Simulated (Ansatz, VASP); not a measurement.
Ni: VASP beside Ansatz

```
Ni
1.0
     2.44802    0.00000    0.00000
    -1.22401    2.12005    0.00000
     0.00000    0.00000    4.07281
Ni
2
Direct
  0.33333 0.66667 0.25000
  0.66667 0.33333 0.75000
```

Alike in both runs: task single point; functional r2SCAN; k mesh 9 × 9 × 4; occupations gaussian, width 0.1 eV; collinear spin.

|  | VASP | Ansatz |
| --- | --- | --- |
| version | VASP 6.6.1 | Ansatz 0.2.0 |
| potentials or method | VASP PAW PBE potentials, release 64 (Ni_sv_GW), cutoff 650 eV | scalar-relativistic, plane waves, PAW |
| valence electrons in the cell | 36 | 36 |

Ansatz gave:

* gap on the k mesh at the Fermi level (eV): none
* pressure (GPa): -0.5
* traceless stress, the component that is largest in VASP (GPa): -3.59
* net moment per atom (μB): 0.80
* size of the moment on the site where the two differ most (μB): 0.86

**Question.** What did VASP give for the same quantities?

**Answer.** gap on the k mesh at the Fermi level (eV): none; pressure (GPa): -3.7; traceless stress, the component that is largest in VASP (GPa): -3.47; net moment per atom (μB): 0.81; size of the moment on the site where the two differ most (μB): 0.87.

VASP's potentials were made for PBE, not for r2SCAN. Site moments also hang on the region over which each program counts them. A gap of «none» marks a metal or a gap that the smearing closes. The functional is the same, so the differences come from potentials, cutoffs and numerics. Ansatz's warnings: stability check not made.

The k mesh is coarse, so the values compare programs but aren't converged.
